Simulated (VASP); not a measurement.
## Si: single point with r2SCAN

Si:

```xyz
2
Lattice="0.0000 2.6132 2.6132 2.6132 0.0000 2.6132 2.6132 2.6132 0.0000" Properties=species:S:1:pos:R:3 pbc="T T T"
Si    2.6132    2.6132    2.6132
Si    3.9198    3.9198    3.9198
```

This cell differs from its parent crystal: strain -0.040 along x and y, -0.040 along z.

```json
{
 "Program": "VASP 6.6.1",
 "Task": "single point",
 "Functional": "r2SCAN",
 "Potentials or basis": "VASP PAW PBE potentials, release 64 (Si)",
 "Cutoff": "520 eV",
 "k mesh": "8 × 8 × 8",
 "Occupations": "gaussian, width 0.05 eV",
 "Spin": "no spin polarisation"
}
```

```json
{
  "Pressure": "15.0 GPa",
  "Band gap on the k mesh": "0.61 eV (least direct gap 2.80 eV)"
}
```

Levels at points of the mesh, in eV from the valence-band top:
```tsv
k point	band 1	band 2	band 3	band 4	band 5	band 6	band 7	band 8	band 9
(0.00, 0.00, 0.00)	-13.39	0.00	0.00	0.00	2.80	2.80	2.80	5.46	8.17
(0.50, 0.00, 0.00)	-10.62	-7.87	-1.38	-1.38	2.33	3.51	3.51	8.53	11.47
(0.50, 0.50, 0.00)	-8.57	-8.57	-3.34	-3.34	0.67	0.67	11.97	11.97	12.01
```

Wall time 47 s on 1 thread of Intel Xeon 8259CL, on a shared host, peak memory 0.15 GiB.

Caveat: the cell differs from its parent crystal (strain -0.040 along x and y, -0.040 along z); the cell stands under pressure; the PAW data sets were made with another functional, which shifts forces and pressure a little. A k mesh can miss the band edges.
